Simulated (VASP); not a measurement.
## AlN: relaxation of cell and atoms with PBE

Crystal: AlN.

```xyz
2
Lattice="-1.3725 1.3725 2.0249 1.3725 -1.3725 2.0249 1.3725 1.3725 -2.0249" Properties=species:S:1:pos:R:3 pbc="T T T"
Al    0.0000    0.0000    3.9058
N     0.0000    0.0000    2.1689
```

* Program: VASP 6.6.1
* Task: relaxation of cell and atoms
* Functional: PBE
* Potentials or basis: VASP PAW PBE potentials, release 64 (Al, N)
* Cutoff: 600 eV
* k mesh: 8 × 8 × 8
* Occupations: gaussian, width 0.1 eV
* Spin: no spin polarisation
* Dipole correction: no
* Further INCAR settings: ALGO = Normal; EDIFF = 1e-07; IBRION = 2; EDIFFG = -0.04; NSW = 90; ISIF = 3

* Relaxed volume: 8.41 Å³/atom
* Relaxed cell: a = 2.876 Å, b = 2.876 Å, c = 2.876 Å, α = 120.01°, β = 120.01°, γ = 89.98°
* Space group after relaxing (to 0.05 Å): Fm-3m (No. 225)
* Energy gained by relaxing: 265.1 meV/atom
* Ionic steps: 17
* Pressure after relaxing: 0.4 GPa
* Largest force after relaxing: 0.006 eV/Å
* Band gap on the k mesh: 4.44 eV, indirect (least direct gap 5.43 eV)

Forces in eV/Å, atoms in the order of the input:
```
Al   0.000  0.000  0.006
N    0.000  0.000 -0.006
```

Stress tensor (GPa, compression positive):
```
0.42 0.00 0.00
0.00 0.42 0.00
0.00 0.00 0.28
```

The path:
| step | energy change (eV) | largest force (eV/Å) | pressure (GPa) | volume (Å³) |
| --- | --- | --- | --- | --- |
| 1 | 0.0000 | 3.3583 | 45.91 | 15.26 |
| 2 | -0.0623 | 0.1035 | -29.70 | 20.56 |
| 3 | -0.4647 | 0.1213 | -4.01 | 17.42 |
| 4 | -0.4675 | 0.1714 | -2.24 | 17.30 |
| 5 | -0.4683 | 0.2279 | -0.42 | 17.17 |
| 6 | -0.4836 | 0.2960 | -1.44 | 17.15 |
| 7 | -0.5182 | 0.3503 | -2.59 | 17.05 |
| 8 | -0.3507 | 1.3414 | 9.06 | 16.75 |
| 9 | -0.5167 | 0.3996 | -2.31 | 17.04 |
| 10 | -0.5179 | 0.3090 | -1.67 | 16.99 |
| 11 | -0.5184 | 0.3527 | -1.98 | 17.01 |
| 12 | -0.5247 | 0.0513 | 0.43 | 16.83 |
| 13 | -0.5247 | 0.0795 | 0.20 | 16.84 |
| 14 | -0.5284 | 0.0473 | -0.33 | 16.87 |
| 15 | -0.5301 | 0.0133 | -0.87 | 16.90 |
| 16 | -0.5301 | 0.0145 | -0.84 | 16.90 |
| 17 | -0.5302 | 0.0061 | 0.37 | 16.81 |

Final structure:
```yaml
crystal:
  lattice:
    - [-1.43766, 1.43766, 2.03385]
    - [1.43766, -1.43766, 2.03385]
    - [1.43766, 1.43766, -2.03385]
  atoms:
    - { symbol: Al, position: [0.99989, 0.99989, 0.00000] }
    - { symbol: N, position: [0.50011, 0.50011, 0.00000] }
```

Levels at points of the mesh, in eV from the valence-band top:
```tsv
k point	band 1	band 2	band 3	band 4	band 5	band 6	band 7	band 8
(0.00, 0.00, 0.00)	-17.40	0.00	0.00	0.00	5.43	12.11	12.11	12.11
(0.50, 0.00, 0.00)	-14.21	-8.19	-1.05	-1.05	6.02	10.85	10.86	13.04
(0.50, 0.50, 0.00)	-13.25	-7.27	-2.76	-2.75	4.44	5.33	13.84	16.98
(0.50, 0.50, 0.50)	-13.25	-7.27	-2.75	-2.75	4.44	5.33	13.83	16.98
```

Wall time 2.9 min on 1 thread of AMD EPYC 7R13, on a shared host, peak memory 0.11 GiB.

A k mesh can miss the band edges.
